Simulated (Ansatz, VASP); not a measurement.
# Be: VASP beside Ansatz

```
Be
1.0
     2.26270    0.00000    0.00000
    -1.13135    1.95955    0.00000
     0.00000    0.00000    3.56674
Be
2
Cartesian
  0.0000 1.3064 0.8917
  1.1313 0.6532 2.6751
```

Alike in both runs: task relaxation of cell and atoms; functional r2SCAN; k mesh 21 × 21 × 12; occupations gaussian, width 0.1 eV; no spin polarisation.

|  | VASP | Ansatz |
| --- | --- | --- |
| version | VASP 6.6.1 | Ansatz 0.2.0 |
| potentials or method | VASP PAW PBE potentials, release 64 (Be), cutoff 600 eV | scalar-relativistic, plane waves, PAW |
| valence electrons in the cell | 4 | 4 |

```csv
,VASP,Ansatz,Ansatz less VASP
"gap on the k mesh at the Fermi level, each at its own relaxed structure (eV)",none,none,-
relaxed volume (Å³/atom),7.92,7.91,-0.011
relaxed length of the cell vector where the two differ most in proportion (Å),3.571,3.569,-0.0020
```

VASP's potentials were made for PBE, not for r2SCAN. A gap of «none» marks a metal or a gap that the smearing closes.
